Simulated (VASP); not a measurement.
# MgO (Fm-3m) in VASP: single point with PBE

Aim: the single point of MgO with PBE.

Everything below comes from runs of VASP 6.6.1. Logs are shortened: lines on timing, memory, paths and dates and some standing lists are left out, and cuts for length are marked.

### 1 The cell of the first run

The structure is cubic, space group Fm-3m (No. 225). Conventional cell: a = 4.211 Å, b = 4.211 Å, c = 4.211 Å, α = 90.00°, β = 90.00°, γ = 90.00°. Mg (site symmetry m-3m) has 6 O at 2.11 Å within 2.8 Å. Within 2.8 Å of O (site symmetry m-3m) lie 6 Mg at 2.11 Å.

### 2 Single point, PBE

Input file INCAR:

```
SYSTEM = MgO
PREC = Accurate
ENCUT = 840
EDIFF = 1E-6
ISMEAR = -1
SIGMA = 0.001
LREAL = .FALSE.
LASPH = .TRUE.
NELM = 120
ALGO = Normal
ISIF = 2
LWAVE = .FALSE.
LCHARG = .FALSE.
GGA = PE
NBANDS = 15
GGA_COMPAT = .FALSE.
```

Input file KPOINTS:

```
regular mesh
0
G
  8 8 8
  0 0 0
```

Input file POSCAR:

```
MgO
1.0
    0.0000000000      2.1056500000      2.1056500000
    2.1056500000      0.0000000000      2.1056500000
    2.1056500000      2.1056500000      0.0000000000
Mg O
1 1
Direct
    0.0000000000      0.0000000000      0.0000000000
    0.5000000000      0.5000000000      0.5000000000
```

Potentials or basis: VASP PAW PBE potentials, release 64 (Mg_sv, O).

Started as:

```bash
cat potpaw_PBE.64/Mg_sv/POTCAR potpaw_PBE.64/O/POTCAR > POTCAR
mpirun -np 1 vasp_std > vasp.out
```

OUTCAR:

```text
SYSTEM = MgO
   PREC = Accurate
   ENCUT = 840
   EDIFF = 1E-6
   ISMEAR = -1
   LREAL = .FALSE.
   LASPH = .TRUE.
   NELM = 120
   ISIF = 2
   GGA = PE

 ion  position               nearest neighbor table
   1  0.000  0.000  0.000-   2 2.11   2 2.11   2 2.11   2 2.11   2 2.11   2 2.11
   2  0.500  0.500  0.500-   1 2.11   1 2.11   1 2.11   1 2.11   1 2.11   1 2.11

  LATTYP: Found a face centered cubic cell.
 ALAT       =     4.2113000000

  Lattice vectors:

 A1 = (   0.0000000000,   2.1056500000,   2.1056500000)
 A2 = (   2.1056500000,   0.0000000000,   2.1056500000)
 A3 = (   2.1056500000,   2.1056500000,   0.0000000000)

Analysis of symmetry for initial positions (statically):
=====================================================================
 Subroutine PRICEL returns:
 Original cell was already a primitive cell.

 Routine SETGRP: Setting up the symmetry group for a
 face centered cubic supercell.

 Subroutine GETGRP returns: Found 48 space group operations
 (whereof 48 operations were pure point group operations)
 out of a pool of 48 trial point group operations.

The static configuration has the point symmetry O_h .

Analysis of symmetry for dynamics (positions and initial velocities):
=====================================================================
 Subroutine PRICEL returns:
 Original cell was already a primitive cell.

 Routine SETGRP: Setting up the symmetry group for a
 face centered cubic supercell.

 Subroutine GETGRP returns: Found 48 space group operations
 (whereof 48 operations were pure point group operations)
 out of a pool of 48 trial point group operations.

The dynamic configuration has the point symmetry O_h .

 Subroutine INISYM returns: Found 48 space group operations
 (whereof 48 operations are pure point group operations),
 and found     1 'primitive' translations

----------------------------------------------------------------------------------------

                                     Primitive cell

  volume of cell :      18.6719

  direct lattice vectors                    reciprocal lattice vectors
     0.000000000  2.105650000  2.105650000    -0.237456367  0.237456367  0.237456367
     2.105650000  0.000000000  2.105650000     0.237456367 -0.237456367  0.237456367
     2.105650000  2.105650000  0.000000000     0.237456367  0.237456367 -0.237456367

  length of vectors
     2.977838788  2.977838788  2.977838788     0.411286493  0.411286493  0.411286493

  position of ions in fractional coordinates (direct lattice)
     0.000000000  0.000000000  0.000000000
     0.500000000  0.500000000  0.500000000

  ion indices of the primitive-cell ions
   primitive index   ion index
                 1           1
                 2           2

----------------------------------------------------------------------------------------

 KPOINTS: regular mesh

Automatic generation of k-mesh.
 Grid dimensions read from file:
 generate k-points for:    8    8    8

 Generating k-lattice:

  Cartesian coordinates                     Fractional coordinates (reciprocal lattice)
    -0.029682046  0.029682046  0.029682046     0.125000000  0.000000000  0.000000000
     0.029682046 -0.029682046  0.029682046     0.000000000  0.125000000  0.000000000
     0.029682046  0.029682046 -0.029682046     0.000000000  0.000000000  0.125000000

  Length of vectors
     0.051410812  0.051410812  0.051410812

  Shift w.r.t. Gamma in fractional coordinates (k-lattice)
     0.000000000  0.000000000  0.000000000

 Subroutine IBZKPT returns following result:
 ===========================================

 Found     29 irreducible k-points:

 Following reciprocal coordinates:
            Coordinates               Weight
  0.000000  0.000000  0.000000      1.000000
  0.125000  0.000000  0.000000      8.000000
  0.250000  0.000000  0.000000      8.000000
  0.375000  0.000000  0.000000      8.000000
  0.500000  0.000000  0.000000      4.000000
  0.125000  0.125000  0.000000      6.000000
[... 16 lines left out ...]
  0.500000  0.250000  0.125000     48.000000
 -0.375000  0.250000  0.125000     24.000000
 [... further k-points ...]
   k-points           NKPTS =     29   k-points in BZ     NKDIM =     29   number of bands    NBANDS=     15
   number of dos      NEDOS =    301   number of ions     NIONS =      2
   total plane-waves  NPLWV =  21952
   dimension x,y,z NGX =    28 NGY =   28 NGZ =   28
   dimension x,y,z NGXF=    56 NGYF=   56 NGZF=   56
   ions per type =               1   1
   NGX,Y,Z   is equivalent  to a cutoff of  15.63, 15.63, 15.63 a.u.
   NGXF,Y,Z  is equivalent  to a cutoff of  31.26, 31.26, 31.26 a.u.
 SYSTEM =  MgO
   PREC   = accura    normal or accurate (medium, high low for compatibility)
   ISTART =      0    job   : 0-new  1-cont  2-samecut
   ICHARG =      2    charge: 1-file 2-atom 10-const
   ISPIN  =      1    spin polarized calculation?
   LNONCOLLINEAR =      F non collinear calculations
   LSORBIT =      F    spin-orbit coupling
   LASPH  =      T    aspherical Exc in radial PAW
   ENCUT  =  840.0 eV  61.74 Ry    7.86 a.u.   7.04  7.04  7.04*2*pi/ulx,y,z
   NELM   =    120;   NELMIN=  2; NELMDL= -5     # of ELM steps
   EDIFF  = 0.1E-05   stopping-criterion for ELM
   LREAL  =      F    real-space projection
   EDIFFG = 0.1E-04   stopping-criterion for IOM
   NSW    =      0    number of steps for IOM
   IBRION =     -1    ionic relax: 0-MD 1-quasi-New 2-CG
   NFREE  =      0    steps in history (QN), initial steepest desc. (CG)
   ISIF   =      2    stress and relaxation
   ISYM   =      2    0-nonsym 1-usesym 2-fastsym
   POTIM  = 0.5000    time-step for ionic-motion
   TEBEG  =    0.0;   TEEND  =   0.0 temperature during run
   PSTRESS=    0.0 pullay stress
   NELECT =      16.0000    total number of electrons
   NUPDOWN=      -1.0000    fix difference up-down
   EMIN   =  10.00;   EMAX   =-10.00  energy-range for DOS
   EFERMI =   0.00;   METHOD = LEGACY
   ISMEAR =    -1;   SIGMA  =   0.00  broadening in eV -4-tet -1-fermi 0-gaus
   EFERMI_NEDOS =   21; number of points for ismear=-14 and -15
   IALGO  =     38    algorithm
   IMIX   =      4    mixing-type and parameters
     AMIX     =   0.40;   BMIX     =  1.00
     AMIX_MAG =   1.60;   BMIX_MAG =  1.00
  volume/ion in A,a.u.               =       9.34        63.00
  Fermi-wavevector in a.u.,A,eV,Ry     =   1.554958  2.938444 32.897447  2.417894
  Thomas-Fermi vector in A             =   2.658969
   LORBIT       =      0    0 simple, 1 ext, 2 COOP (PROOUT), +10 PAW based schemes
   GGA     = PE    functional components
   LHFCALC =     F    Hartree Fock is set to
   AEXX    =    0.0000 exact exchange contribution
   IVDW    =     0    specifies the selected vdW correction
   LEPSILON=     F    determine dielectric tensor
   LRPA    =     F    only Hartree local field effects (RPA)
 non-spin polarized calculation
  energy-cutoff  :      840.00
  volume of cell :       18.67
 maximum number of plane-waves:      1056
   NGX = 15   NGY = 15   NGZ = 15

 number of electron      15.9999995 magnetization

 Free energy of the ion-electron system (eV)
  ---------------------------------------------------
  ext. energy  EPLUGINS =         0.00000000
  ---------------------------------------------------
  free energy    TOTEN  =       -11.87434421 eV

  energy without entropy =      -11.87434421  energy(sigma->0) =      -11.87434421

 E-fermi :   3.2085     XC(G=0): -11.3938

 val. band max:        2.9192741564   @ k =   0.0000   0.0000   0.0000
 cond. band min:       7.6643316367   @ k =   0.0000   0.0000   0.0000
 fundamental gap:      4.7450574803
 Fermi energy:         3.2084627489

 k-point     1 :       0.0000    0.0000    0.0000
  band No.  band energies     occupation
      1     -69.3470      2.00000
      2     -36.0716      2.00000
      3     -36.0716      2.00000
      4     -36.0716      2.00000
      5     -14.3319      2.00000
      6       2.9193      2.00000
      7       2.9193      2.00000
      8       2.9193      2.00000
      9       7.6643      0.00000
     10      18.7284      0.00000
     11      18.7284      0.00000
     12      18.7284      0.00000
     13      22.6428      0.00000
     14      24.4244      0.00000
     15      24.4244      0.00000

 k-point     2 :       0.1250    0.0000    0.0000
  band No.  band energies     occupation
      1     -69.3454      2.00000
      2     -36.0844      2.00000
      3     -36.0728      2.00000
      4     -36.0728      2.00000
      5     -14.1639      2.00000
      6       1.9672      2.00000
      7       2.8159      2.00000
      8       2.8159      2.00000
      9       8.5772      0.00000
     10      17.0491      0.00000
     11      19.0882      0.00000
     12      19.0882      0.00000
     13      23.4695      0.00000
     14      23.4695      0.00000
     15      24.8175      0.00000

 k-point     3 :       0.2500    0.0000    0.0000
  band No.  band energies     occupation
      1     -69.3425      2.00000
      2     -36.1154      2.00000
      3     -36.0760      2.00000
      4     -36.0760      2.00000
      5     -13.7289      2.00000
      6       0.2643      2.00000
      7       2.5774      2.00000
      8       2.5774      2.00000
      9      10.0234      0.00000
     10      15.5050      0.00000
     11      19.5896      0.00000
     12      19.5896      0.00000
     13      23.0766      0.00000
     14      23.0766      0.00000
     15      24.9764      0.00000
[... 343 lines left out ...]
 k-point    23 :       0.5000    0.2500    0.1250
  band No.  band energies     occupation
      1     -69.3379      2.00000
      2     -36.1376      2.00000
      3     -36.0995      2.00000
      4     -36.0850      2.00000
      5     -13.0481      2.00000
      6      -0.7788      2.00000
      7       1.2004      2.00000
      8       2.0521      2.00000
      9      12.4276      0.00000
     10      14.5834      0.00000
     11      16.8776      0.00000
     12      20.0913      0.00000
     13      22.6216      0.00000
     14      25.3451      0.00000
     15      28.9883      0.00000

 k-point    24 :      -0.3750    0.2500    0.1250
  band No.  band energies     occupation
      1     -69.3369      2.00000
      2     -36.1446      2.00000
      3     -36.1017      2.00000
      4     -36.0877      2.00000
      5     -12.8806      2.00000
      6      -1.0703      2.00000
      7       0.9932      2.00000
      8       1.9332      2.00000
      9      12.6021      0.00000
     10      15.1321      0.00000
     11      16.4471      0.00000
     12      19.8456      0.00000
     13      23.4623      0.00000
     14      25.0209      0.00000
     15      29.1222      0.00000

 [... further k-points ...]

------------------------ aborting loop because EDIFF is reached ----------------------------------------

  FORCE on cell =-STRESS in cart. coord.  units (eV):
  Direction    XX          YY          ZZ          XY          YZ          ZX
  --------------------------------------------------------------------------------------
  -------------------------------------------------------------------------------------
  Total        0.5676460      0.5676460      0.5676460      0.0000000      0.0000000     -0.0000000
  in kB       48.7079264     48.7079264     48.7079264      0.0000000      0.0000000     -0.0000000
  external PRESSURE =      48.7079264 kB  Pullay stress =       0.0000000 kB

 VOLUME and BASIS-vectors are now :
 -----------------------------------------------------------------------------
  energy-cutoff  :      840.00
  volume of cell :       18.67
      direct lattice vectors                 reciprocal lattice vectors
     0.000000000  2.105650000  2.105650000    -0.237456367  0.237456367  0.237456367
     2.105650000  0.000000000  2.105650000     0.237456367 -0.237456367  0.237456367
     2.105650000  2.105650000  0.000000000     0.237456367  0.237456367 -0.237456367

 POSITION                                       TOTAL-FORCE (eV/Angst)
 -----------------------------------------------------------------------------------
      0.00000      0.00000      0.00000         0.000000     -0.000000      0.000000
      2.10565      2.10565      2.10565        -0.000000      0.000000     -0.000000
 -----------------------------------------------------------------------------------
    total drift:                                0.000000      0.000000      0.000000

  FREE ENERGIE OF THE ION-ELECTRON SYSTEM (eV)
  ---------------------------------------------------
  free  energy   TOTEN  =       -11.8743442106 eV

  energy  without entropy=      -11.8743442106  energy(sigma->0) =      -11.87434421
```

It took 30 s on 1 thread of Intel Xeon Platinum 8375C at 2.90GHz (Ice Lake), shared host; peak memory 0.15 GiB.

Results:

```yaml
Free_energy: -11.8743 eV
Pressure: 4.9 GPa
Band_gap_on_the_k_mesh: 4.75 eV
```

Levels at points of the mesh, in eV from the valence-band top:
```tsv
k point	band 4	band 5	band 6	band 7	band 8	band 9	band 10	band 11	band 12	band 13
(0.00, 0.00, 0.00)	-38.99	-17.25	0.00	0.00	0.00	4.75	15.81	15.81	15.81	19.72
(0.50, 0.00, 0.00)	-39.00	-15.94	-4.61	-0.66	-0.66	7.91	12.62	16.34	16.34	20.96
(0.50, 0.50, 0.00)	-39.02	-15.72	-4.06	-1.34	-1.34	9.13	10.01	13.11	19.00	19.00
```

Caveat: the cell stands under pressure. A hybrid or GW would open this gap; PBE tends to underestimate it.
